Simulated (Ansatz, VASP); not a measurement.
## AgI: VASP beside Ansatz

INCAR

```
SYSTEM = AgI
PREC = Accurate ; ENCUT = 500
EDIFF = 1E-6 ; ISMEAR = 0
SIGMA = 0.01 ; LREAL = .False.
LASPH = .True. ; NELM = 120
ALGO = Normal ; ISIF = 2
LWAVE = .False. ; LCHARG = .False.
GGA = PE ; NBANDS = 16
GGA_COMPAT = .False.
```

File KPOINTS:

```
regular mesh
0
Gamma
  6 6 6
  0 0 0
```

POSCAR

```
AgI
1.0
    0.0000000000      3.3809051859      3.3809051859
    3.3809051859      0.0000000000      3.3809051859
    3.3809051859      3.3809051859      0.0000000000
Ag I
1 1
Direct
    0.0000000000      0.0000000000      0.0000000000
    0.2500000000      0.2500000000      0.2500000000
```

Input for Ansatz:

```yaml
crystal:
  lattice:
    - [0.0, 3.3809051859, 3.3809051859]
    - [3.3809051859, 0.0, 3.3809051859]
    - [3.3809051859, 3.3809051859, 0.0]
  atoms:
    - { symbol: Ag, position: [0.0, 0.0, 0.0] }
    - { symbol: I, position: [0.25, 0.25, 0.25] }
kpoints:
  mp_grid: { grid: [6, 6, 6] }
hamiltonian:
  xc: pbe
scf:
  occupations: { method: fixed }
  n_extra_bands: 4
output:
  forces: true
  stress: true
  eigenvalues: true
```

Alike in both runs: task single point; functional PBE; k mesh 6 × 6 × 6; no spin polarisation.

```csv
,VASP,Ansatz
version,VASP 6.6.1,Ansatz 0.2.0
potentials or method,"VASP PAW PBE potentials, release 64 (Ag, I)","plane waves, PAW"
plane-wave cutoff (eV),500,420
occupations,"gaussian, width 0.01 eV",fixed
valence electrons in the cell,18,36
```

```tsv
	VASP	Ansatz	Ansatz less VASP
gap on the k mesh at the Fermi level (eV)	1.35	1.35	-0.002
pressure (GPa)	-1.4	-1.3	+0.03
```

VASP's potentials hold 18 valence electrons a cell and Ansatz's 36, so a difference there can come from the potentials and not from the codes.

Neither program's run includes spin-orbit coupling.
